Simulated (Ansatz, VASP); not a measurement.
Li in VASP and in Ansatz

```
Li
1.0
    -1.75465    1.75465    1.75465
     1.75465   -1.75465    1.75465
     1.75465    1.75465   -1.75465
Li
1
Cartesian
  0.0000 0.0000 0.0000
```

Alike in both runs: task relaxation of cell and atoms; functional PBEsol; k mesh 16 × 16 × 16; occupations gaussian, width 0.1 eV; no spin polarisation.

|  | VASP | Ansatz |
| --- | --- | --- |
| version | VASP 6.6.1 | Ansatz 0.2.0 |
| potentials or method | VASP PAW PBE potentials, release 64 (Li_sv), cutoff 600 eV | scalar-relativistic, plane waves, PAW |
| valence electrons in the cell | 3 | 3 |

|  | VASP | Ansatz | Ansatz less VASP |
| --- | --- | --- | --- |
| gap on the k mesh at the Fermi level, each at its own relaxed structure (eV) | none | none | - |
| relaxed volume (Å³/atom) | 19.99 | 20.19 | +0.197 |
| relaxed cell length with the largest relative difference (Å) | 2.961 | 2.971 | +0.0097 |

VASP's potentials were made for PBE, not for PBEsol. A gap of «none» marks a metal or a gap that the smearing closes.

Noted on VASP's run: the cutoff is short for stress, so the pressure is rough.
